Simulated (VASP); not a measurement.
Crystal: Hf.

```
CELL_PARAMETERS angstrom
-1.80500 1.80500 1.80500
1.80500 -1.80500 1.80500
1.80500 1.80500 -1.80500
ATOMIC_POSITIONS crystal
Hf 0.00000 0.00000 0.00000
```

```yaml
Program: VASP 6.6.1
Task: relaxation of cell and atoms
Functional: PBEsol
Potentials_or_basis: VASP PAW PBE potentials, release 64 (Hf_pv)
Cutoff: 600 eV
k_mesh: 10 × 10 × 10
Occupations: fermi-dirac, width 0.05 eV
Spin: no spin polarisation
```

At the start: pressure -9.3 GPa; volume 23.52 Å³/atom.

Q: Where does the relaxation end?

A: Over 4 steps the energy falls by 70.8 meV/atom and the volume is 21.25 Å³/atom (-9.6 %); space group Im-3m (No. 229, to 0.05 Å).

Step by step:
| step | energy change (eV) | largest force (eV/Å) | pressure (GPa) | volume (Å³) |
| --- | --- | --- | --- | --- |
| 1 | 0.0000 | 0.0000 | -9.32 | 23.52 |
| 2 | 0.0068 | 0.0000 | 12.56 | 19.17 |
| 3 | -0.0708 | 0.0000 | -0.22 | 21.30 |
| 4 | -0.0708 | 0.0000 | 0.00 | 21.25 |

Final structure:
```
CELL_PARAMETERS angstrom
-1.74501 1.74501 1.74501
1.74501 -1.74501 1.74501
1.74501 1.74501 -1.74501
ATOMIC_POSITIONS crystal
Hf 0.00000 0.00000 0.00000
```

Caveat: the PAW data sets were made with another functional, which shifts forces and pressure a little.
